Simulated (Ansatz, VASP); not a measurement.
## One calculation of Rh, two programs

```
CELL_PARAMETERS angstrom
0.00000 1.84450 1.90155
1.84450 0.00000 1.90155
1.84450 1.84450 0.00000
ATOMIC_POSITIONS crystal
Rh 0.00000 0.00000 0.00000
```

Change from the starting cell: strain -0.030 along x and y, +0.000 along z, atoms carried along.

Alike in both runs: task single point; functional r2SCAN; k mesh 8 × 8 × 8; occupations gaussian, width 0.15 eV; no spin polarisation.

|  | VASP | Ansatz |
| --- | --- | --- |
| version | VASP 6.6.1 | Ansatz 0.2.0 |
| potentials or method | VASP PAW PBE potentials, release 64 (Rh_pv), cutoff 520 eV | scalar-relativistic, plane waves, PAW |
| valence electrons in the cell | 15 | 17 |

Ansatz gave:

| Quantity | Value |
| --- | --- |
| gap on the k mesh at the Fermi level (eV) | none |
| pressure (GPa) | 20.2 |
| traceless stress, the component that is largest in VASP (GPa) | -5.80 |

Question: Which values does VASP return?

Answer: gap on the k mesh at the Fermi level (eV): none; pressure (GPa): 21.9; traceless stress, the component that is largest in VASP (GPa): -5.84.

VASP's potentials were made for PBE, not for r2SCAN. A gap of «none» marks a metal or a gap that the smearing closes. VASP's potentials hold 15 valence electrons a cell and Ansatz's 17, so a difference there can come from the potentials and not from the codes.

The k mesh is coarse, so the values compare programs but aren't converged.
